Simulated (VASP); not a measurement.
Here is a VASP 6.6.1 calculation.

File INCAR:

```
PREC = Accurate
ENCUT = 520
EDIFF = 1E-6
ISMEAR = -1
SIGMA = 0.1
LREAL = False
LASPH = True
NELM = 80
ALGO = Normal
ISIF = 2
LWAVE = False
LCHARG = False
GGA = RP
NBANDS = 12
```

File KPOINTS:

```
regular mesh
0
Gamma
  15 15 15
```

POSCAR

```
Zn
1.0
    0.0000000000      1.9121298924      1.9121298924
    1.9121298924      0.0000000000      1.9121298924
    1.9121298924      1.9121298924      0.0000000000
Zn
1
Direct
    0.0000000000      0.0000000000      0.0000000000
```

Potentials or basis: VASP PAW PBE potentials, release 64 (Zn).

Command:

```console
$ cat potpaw_PBE.64/Zn/POTCAR > POTCAR
$ mpirun -np 1 vasp_std > vasp.out
```

Task: Estimate the band gap on the k mesh.

Result: Zero (band 6 reaches 5.76 eV, above the bottom of band 7 at 2.77 eV).

Task: Estimate the pressure.

Result: 10.9 GPa.

Caveat: the PAW data sets were made with another functional, which shifts forces and pressure a little.
